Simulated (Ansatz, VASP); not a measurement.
**One calculation of AlNi, two programs**

File INCAR:

```
SYSTEM = AlNi
ALGO = Fast
EDIFF = 1E-7
ENCUT = 520
GGA = PS
ISIF = 2
ISMEAR = 0
LASPH = .True.
LCHARG = .False.
LREAL = .False.
LWAVE = .False.
NBANDS = 14
NELM = 80
PREC = Accurate
SIGMA = 0.15
```

File KPOINTS:

```
k-points
0
Gamma
  20 20 20
  0 0 0
```

The input POSCAR:

```
AlNi
1.0
    2.0516480084     -2.0516700351      0.0000000000
    2.0516480084      2.0516700351      0.0000000000
    0.0000000000      0.0000000000      2.9554910752
Al Ni
1 1
Direct
    0.0000000000      0.0000000000      0.0000000000
    0.5000000000      0.5000000000      0.5000000000
```

Input for Ansatz:

```yaml
crystal:
  lattice:
    - [2.0516480084, -2.0516700351, 0.0]
    - [2.0516480084, 2.0516700351, 0.0]
    - [0.0, 0.0, 2.9554910752]
  atoms:
    - { symbol: Al, position: [0.0, 0.0, 0.0] }
    - { symbol: Ni, position: [0.5, 0.5, 0.5] }
basis:
  ecutwfc: 420
kpoints:
  mp_grid: { grid: [20, 20, 20] }
hamiltonian:
  xc: pbesol
scf:
  occupations: { method: gaussian, width: 0.15 }
output:
  forces: true
  stress: true
  eigenvalues: true
```

Change from the starting cell: strain +0.015 along x and y, +0.030 along z, atoms carried along.

Alike in both runs: task single point; functional PBEsol; k mesh 20 × 20 × 20; occupations gaussian, width 0.15 eV; no spin polarisation.

|  | VASP | Ansatz |
| --- | --- | --- |
| version | VASP 6.6.1 | Ansatz 0.2.0 |
| potentials or method | VASP PAW PBE potentials, release 64 (Al, Ni), cutoff 520 eV | scalar-relativistic, plane waves, PAW |
| valence electrons in the cell | 13 | 21 |

```tsv
	VASP	Ansatz	Ansatz less VASP
gap on the k mesh at the Fermi level (eV)	none	none	-
pressure (GPa)	-8.8	-9.0	-0.17
traceless stress, the component that is largest in VASP (GPa)	-0.77	-0.74	+0.022
```

VASP's potentials were made for PBE, not for PBEsol. A gap of «none» marks a metal or a gap that the smearing closes. VASP's potentials hold 13 valence electrons a cell and Ansatz's 21, so a difference there can come from the potentials and not from the codes. Ansatz's warnings: near symmetry operations not taken.
